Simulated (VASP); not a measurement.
Wanted: the native input for a VASP 6.6.1 run.

```yaml
Task: single point
Functional: PBE
Potentials_or_basis: VASP PAW PBE potentials, release 64 (Dy_3, Ti_sv), 4f in core
Cutoff: 500 eV
k_mesh: 5 × 5 × 5
Occupations: gaussian, width 0.2 eV
Spin: no spin polarisation
Dipole_correction: no
Further_INCAR_settings: ALGO = Normal; EDIFF = 1e-06; NBANDS = 22
```

The structure of Dy2Ti lies in POSCAR:

```
Dy2Ti
1.0
    2.7489387809      1.5871005433      3.0801890598
   -2.7489387809      1.5871005433      3.0801890598
    0.0000000000     -3.1742010920      3.0801890570
Dy Ti
2 1
Direct
    0.8216860084      0.8216860084      0.8216860084
    0.1783139916      0.1783139916      0.1783139916
    0.5000000000      0.5000000000      0.5000000000
```

The cell was generated, and may not be a known phase.

The input as run:

INCAR

```
SYSTEM = Dy2Ti
PREC = Accurate ; ENCUT = 500
EDIFF = 1E-6 ; ISMEAR = 0
SIGMA = 0.2 ; LREAL = .FALSE.
LASPH = .TRUE. ; NELM = 200
ALGO = Normal ; ISIF = 2
LWAVE = .FALSE. ; LCHARG = .FALSE.
GGA = PE ; NBANDS = 22
GGA_COMPAT = .FALSE. ; LMAXMIX = 6
```

KPOINTS

```
Automatic mesh
0
G
  5 5 5
  0 0 0
```

Potentials or basis: VASP PAW PBE potentials, release 64 (Dy_3, Ti_sv), 4f in core.

Run with:

```sh
$ cat potpaw_PBE.64/Dy_3/POTCAR potpaw_PBE.64/Ti_sv/POTCAR > POTCAR
$ mpirun -np 1 vasp_std > vasp.out
```

It gave:

The pressure is 0.4 GPa and the band gap on the k mesh is zero (bands 15 and 16 overlap by 0.72 eV).

Caveat: spin-orbit coupling is left out, which moves the levels of the heavy elements; the 4f electrons are frozen in the core, so they carry no moment and show no levels.

Run time: 41 s on 1 thread of Intel Xeon 8259CL, on a shared host, peak memory 0.19 GiB.
